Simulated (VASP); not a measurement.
# La2LuN3 in VASP: single point with PBE

Aim: the single point of La2LuN3 with PBE.

All numbers are computed with VASP 6.6.1; they aren't measurements. Logs are shortened: lines on timing, memory, paths and dates and some standing lists are left out, and cuts for length are marked.

## (1) The cell of the first run

The typed cell holds 6 atoms: a = 5.221 Å, b = 5.221 Å, c = 4.604 Å, α = 90.00°, β = 90.00°, γ = 90.00°.

## (2) Single point, PBE

INCAR reads:

```
ALGO = Normal
EDIFF = 1E-6
ENCUT = 520
GGA = PE
ISIF = 2
ISMEAR = 0
LASPH = T
LCHARG = F
LREAL = F
LWAVE = F
NBANDS = 40
NELM = 60
PREC = Accurate
SIGMA = 0.1
```

KPOINTS reads:

```
k-points
0
Gamma
  4 4 4
```

POSCAR reads:

```
La2LuN3
1.0
    5.2208300374      0.0000000000      0.0000000000
    0.0000000000      5.2208300374      0.0000000000
    0.0000000000      0.0000000000      4.6037105067
La Lu N
2 1 3
Direct
    0.5000000000      0.0000000000      0.0833183738
    0.0000000000      0.5000000000      0.0833183738
    0.0000000000      0.0000000000      0.5833738784
    0.5000000000      0.0000000000      0.5833840423
    0.0000000000      0.5000000000      0.5833840423
    0.0000000000      0.0000000000      1.0834351295
```

Potentials or basis: VASP PAW PBE potentials, release 64 (La, Lu, N).

On the command line:

```
> cat potpaw_PBE.64/La/POTCAR potpaw_PBE.64/Lu/POTCAR potpaw_PBE.64/N/POTCAR > POTCAR
> mpirun -np 1 vasp_std > vasp.out
```

OUTCAR:

```text
EDIFF = 1E-6
   ENCUT = 520
   GGA = PE
   ISIF = 2
   ISMEAR = 0
   LASPH = T
   LREAL = F
   NELM = 60
   PREC = Accurate

 ion  position               nearest neighbor table
   1  0.500  0.000  0.083-   4 2.30   4 2.30   6 2.61   6 2.61   3 3.48   3 3.48   3 3.48   3 3.48

   2  0.000  0.500  0.083-   5 2.30   5 2.30   6 2.61   6 2.61   3 3.48   3 3.48   3 3.48   3 3.48

   3  0.000  0.000  0.583-   6 2.30   6 2.30   5 2.61   4 2.61   5 2.61   4 2.61   2 3.48   2 3.48
                             1 3.48   1 3.48   2 3.48   1 3.48   2 3.48   1 3.48
   4  0.500  0.000  0.583-   1 2.30   1 2.30   3 2.61   3 2.61
   5  0.000  0.500  0.583-   2 2.30   2 2.30   3 2.61   3 2.61
   6  0.000  0.000  0.083-   3 2.30   3 2.30   1 2.61   2 2.61   2 2.61   1 2.61

  LATTYP: Found a simple tetragonal cell.
 ALAT       =     5.2208300374
 C/A-ratio  =     0.8817966633

  Lattice vectors:

 A1 = (   5.2208300374,   0.0000000000,   0.0000000000)
 A2 = (   0.0000000000,   5.2208300374,   0.0000000000)
 A3 = (   0.0000000000,   0.0000000000,   4.6037105067)

Analysis of symmetry for initial positions (statically):
=====================================================================
 Subroutine PRICEL returns:
 Original cell was already a primitive cell.

 Routine SETGRP: Setting up the symmetry group for a
 simple tetragonal supercell.

 Subroutine GETGRP returns: Found  8 space group operations
 (whereof  8 operations were pure point group operations)
 out of a pool of 16 trial point group operations.

The static configuration has the point symmetry C_4v.

Analysis of symmetry for dynamics (positions and initial velocities):
=====================================================================
 Subroutine PRICEL returns:
 Original cell was already a primitive cell.

 Routine SETGRP: Setting up the symmetry group for a
 simple tetragonal supercell.

 Subroutine GETGRP returns: Found  8 space group operations
 (whereof  8 operations were pure point group operations)
 out of a pool of 16 trial point group operations.

The dynamic configuration has the point symmetry C_4v.

 Subroutine INISYM returns: Found  8 space group operations
 (whereof  8 operations are pure point group operations),
 and found     1 'primitive' translations

----------------------------------------------------------------------------------------

                                     Primitive cell

  volume of cell :     125.4836

  direct lattice vectors                    reciprocal lattice vectors
     5.220830037  0.000000000  0.000000000     0.191540424  0.000000000  0.000000000
     0.000000000  5.220830037  0.000000000     0.000000000  0.191540424  0.000000000
     0.000000000  0.000000000  4.603710507     0.000000000  0.000000000  0.217216091

  length of vectors
     5.220830037  5.220830037  4.603710507     0.191540424  0.191540424  0.217216091

  position of ions in fractional coordinates (direct lattice)
     0.500000000  0.000000000  0.083318374
     0.000000000  0.500000000  0.083318374
     0.000000000  0.000000000  0.583373878
     0.500000000  0.000000000  0.583384042
     0.000000000  0.500000000  0.583384042
     0.000000000  0.000000000  0.083435130

  ion indices of the primitive-cell ions
   primitive index   ion index
                 1           1
                 2           2
                 3           3
                 4           4
                 5           5
                 6           6

----------------------------------------------------------------------------------------

 KPOINTS: k-points

Automatic generation of k-mesh.
 Grid dimensions read from file:
 generate k-points for:    4    4    4

 Generating k-lattice:

  Cartesian coordinates                     Fractional coordinates (reciprocal lattice)
     0.047885106  0.000000000  0.000000000     0.250000000  0.000000000  0.000000000
     0.000000000  0.047885106  0.000000000     0.000000000  0.250000000  0.000000000
     0.000000000  0.000000000  0.054304023     0.000000000  0.000000000  0.250000000

  Length of vectors
     0.047885106  0.047885106  0.054304023

  Shift w.r.t. Gamma in fractional coordinates (k-lattice)
     0.000000000  0.000000000  0.000000000

 Subroutine IBZKPT returns following result:
 ===========================================

 Found     18 irreducible k-points:

 Following reciprocal coordinates:
            Coordinates               Weight
  0.000000  0.000000  0.000000      1.000000
  0.250000  0.000000  0.000000      4.000000
  0.500000  0.000000  0.000000      2.000000
  0.250000  0.250000  0.000000      4.000000
  0.500000  0.250000  0.000000      4.000000
  0.500000  0.500000  0.000000      1.000000
[... 10 lines left out ...]
  0.500000  0.250000  0.500000      4.000000
  0.500000  0.500000  0.500000      1.000000
   k-points           NKPTS =     18   k-points in BZ     NKDIM =     18   number of bands    NBANDS=     40
   number of dos      NEDOS =    301   number of ions     NIONS =      6
   total plane-waves  NPLWV =  57600
   dimension x,y,z NGX =    40 NGY =   40 NGZ =   36
   dimension x,y,z NGXF=    80 NGYF=   80 NGZF=   72
   ions per type =               2   1   3
   NGX,Y,Z   is equivalent  to a cutoff of  12.74, 12.74, 13.00 a.u.
   NGXF,Y,Z  is equivalent  to a cutoff of  25.47, 25.47, 26.00 a.u.
 SYSTEM =  unknown system
   PREC   = accura    normal or accurate (medium, high low for compatibility)
   ISTART =      0    job   : 0-new  1-cont  2-samecut
   ICHARG =      2    charge: 1-file 2-atom 10-const
   ISPIN  =      1    spin polarized calculation?
   LNONCOLLINEAR =      F non collinear calculations
   LSORBIT =      F    spin-orbit coupling
   LASPH  =      T    aspherical Exc in radial PAW
   ENCUT  =  520.0 eV  38.22 Ry    6.18 a.u.   9.71  9.71  8.56*2*pi/ulx,y,z
   NELM   =     60;   NELMIN=  2; NELMDL= -5     # of ELM steps
   EDIFF  = 0.1E-05   stopping-criterion for ELM
   LREAL  =      F    real-space projection
   EDIFFG = 0.1E-04   stopping-criterion for IOM
   NSW    =      0    number of steps for IOM
   IBRION =     -1    ionic relax: 0-MD 1-quasi-New 2-CG
   NFREE  =      0    steps in history (QN), initial steepest desc. (CG)
   ISIF   =      2    stress and relaxation
   ISYM   =      2    0-nonsym 1-usesym 2-fastsym
   POTIM  = 0.5000    time-step for ionic-motion
   TEBEG  =    0.0;   TEEND  =   0.0 temperature during run
   PSTRESS=    0.0 pullay stress
   NELECT =      62.0000    total number of electrons
   NUPDOWN=      -1.0000    fix difference up-down
   EMIN   =  10.00;   EMAX   =-10.00  energy-range for DOS
   EFERMI =   0.00;   METHOD = LEGACY
   ISMEAR =     0;   SIGMA  =   0.10  broadening in eV -4-tet -1-fermi 0-gaus
   EFERMI_NEDOS =   21; number of points for ismear=-14 and -15
   IALGO  =     38    algorithm
   IMIX   =      4    mixing-type and parameters
     AMIX     =   0.40;   BMIX     =  1.00
     AMIX_MAG =   1.60;   BMIX_MAG =  1.00
  volume/ion in A,a.u.               =      20.91       141.13
  Fermi-wavevector in a.u.,A,eV,Ry     =   1.294225  2.445730 22.789998  1.675018
  Thomas-Fermi vector in A             =   2.425821
   LORBIT       =      0    0 simple, 1 ext, 2 COOP (PROOUT), +10 PAW based schemes
   GGA     = PE    functional components
   LHFCALC =     F    Hartree Fock is set to
   AEXX    =    0.0000 exact exchange contribution
   IVDW    =     0    specifies the selected vdW correction
   LEPSILON=     F    determine dielectric tensor
   LRPA    =     F    only Hartree local field effects (RPA)
 non-spin polarized calculation
 Gauss-broadening in eV      SIGMA  =   0.10
  energy-cutoff  :      520.00
  volume of cell :      125.48
 maximum number of plane-waves:      3394
 NGX is ok and might be reduce to    40
   NGX = 19   NGY = 19   NGZ = 17

 number of electron      61.9999997 magnetization

 Free energy of the ion-electron system (eV)
  ---------------------------------------------------
  ext. energy  EPLUGINS =         0.00000000
  ---------------------------------------------------
  free energy    TOTEN  =       -43.82829655 eV

  energy without entropy =      -43.80469607  energy(sigma->0) =      -43.81649631

 E-fermi :   5.4015     XC(G=0):  -9.8419

 val. band max:        5.3409260783   @ k =   0.2500   0.2500   0.0000
 cond. band min:       5.4422997971   @ k =   0.5000   0.0000   0.0000
 fundamental gap:      0.1013737189
 Fermi energy:         5.4015104528

 k-point     1 :       0.0000    0.0000    0.0000
  band No.  band energies     occupation
      1     -50.3666      2.00000
      2     -26.4889      2.00000
      3     -26.3128      2.00000
      4     -21.0934      2.00000
      5     -21.0934      2.00000
      6     -21.0740      2.00000
[... 32 lines left out ...]
     39       8.5850      0.00000
     40       8.7413      0.00000

 k-point     2 :       0.2500    0.0000    0.0000
  band No.  band energies     occupation
      1     -50.3666      2.00000
      2     -26.4635      2.00000
      3     -26.3390      2.00000
      4     -21.0932      2.00000
      5     -21.0921      2.00000
      6     -21.0732      2.00000
[... 32 lines left out ...]
     39       8.3795      0.00000
     40       8.6962      0.00000

 k-point     3 :       0.5000    0.0000    0.0000
  band No.  band energies     occupation
      1     -50.3666      2.00000
      2     -26.4020      2.00000
      3     -26.4012      2.00000
      4     -21.0930      2.00000
      5     -21.0909      2.00000
      6     -21.0724      2.00000
[... 595 lines left out ...]
  band No.  band energies     occupation
      1     -50.3664      2.00000
      2     -26.3851      2.00000
      3     -26.3827      2.00000
      4     -21.1292      2.00000
      5     -21.1018      2.00000
      6     -21.0949      2.00000
[... 32 lines left out ...]
     39       8.5283      0.00000
     40       8.5584      0.00000

 k-point    18 :       0.5000    0.5000    0.5000
  band No.  band energies     occupation
      1     -50.3663      2.00000
      2     -26.3820      2.00000
      3     -26.3820      2.00000
      4     -21.1356      2.00000
      5     -21.1016      2.00000
      6     -21.1016      2.00000
[... 32 lines left out ...]
     39       8.5931      0.00000
     40       8.5972      0.00000

------------------------ aborting loop because EDIFF is reached ----------------------------------------

  FORCE on cell =-STRESS in cart. coord.  units (eV):
  Direction    XX          YY          ZZ          XY          YZ          ZX
  --------------------------------------------------------------------------------------
  -------------------------------------------------------------------------------------
  Total        0.0114024      0.0114024      0.2008510      0.0000000      0.0000000      0.0000000
  in kB        0.1455857      0.1455857      2.5644696      0.0000000      0.0000000      0.0000000
  external PRESSURE =       0.9518803 kB  Pullay stress =       0.0000000 kB

 VOLUME and BASIS-vectors are now :
 -----------------------------------------------------------------------------
  energy-cutoff  :      520.00
  volume of cell :      125.48
      direct lattice vectors                 reciprocal lattice vectors
     5.220830037  0.000000000  0.000000000     0.191540424  0.000000000  0.000000000
     0.000000000  5.220830037  0.000000000     0.000000000  0.191540424  0.000000000
     0.000000000  0.000000000  4.603710507     0.000000000  0.000000000  0.217216091

 POSITION                                       TOTAL-FORCE (eV/Angst)
 -----------------------------------------------------------------------------------
      2.61042      0.00000      0.38357         0.000000     -0.000000      0.002056
      0.00000      2.61042      0.38357         0.000000      0.000000      0.002056
      0.00000      0.00000      2.68568         0.000000      0.000000     -0.001311
      2.61042      0.00000      2.68573         0.000000     -0.000000     -0.000390
      0.00000      2.61042      2.68573         0.000000     -0.000000     -0.000390
      0.00000      0.00000      0.38411         0.000000     -0.000000     -0.002021
 -----------------------------------------------------------------------------------
    total drift:                                0.000000     -0.000000      0.000164

  FREE ENERGIE OF THE ION-ELECTRON SYSTEM (eV)
  ---------------------------------------------------
  free  energy   TOTEN  =       -43.8282965520 eV

  energy  without entropy=      -43.8046960671  energy(sigma->0) =      -43.81649631
```

Run time: 2.2 min. Hardware: 1 thread of Intel Xeon Platinum 8259CL at 2.50GHz (Skylake/Cascade Lake), shared host; peak memory 0.29 GiB.

Results:

| Property | Result |
| --- | --- |
| Free energy | -43.8283 eV |
| Pressure | 0.1 GPa |
| Band gap on the k mesh | zero (band 31 reaches 5.51 eV, above the bottom of band 32 at 4.50 eV) |

Forces in eV/Å, atoms in the order of the input:
```
La   0.000  0.000  0.002
La   0.000  0.000  0.002
Lu   0.000  0.000 -0.001
N    0.000  0.000  0.000
N    0.000  0.000  0.000
N    0.000  0.000 -0.002
```

Stress tensor (GPa, compression positive):
```
0.01 0.00 0.00
0.00 0.01 0.00
0.00 0.00 0.26
```

Levels at points of the mesh, in eV from the Fermi level:
```csv
k point,band 29,band 30,band 31,band 32,band 33,band 34
"(0.00, 0.00, 0.00)",-0.76,-0.76,-0.34,0.08,0.15,0.20
"(0.50, 0.00, 0.00)",-1.38,0.04,0.11,0.41,0.71,1.53
"(0.50, 0.50, 0.00)",-0.42,0.04,0.04,1.39,1.39,1.48
"(0.00, 0.00, 0.50)",-1.77,-1.38,-1.38,-0.69,0.21,2.05
"(0.50, 0.00, 0.50)",-2.21,-2.17,-2.01,0.83,1.90,2.41
"(0.50, 0.50, 0.50)",-2.91,-2.83,-0.96,1.64,1.64,2.45
```

Caveat: spin-orbit coupling is left out, which moves the levels of the heavy elements.
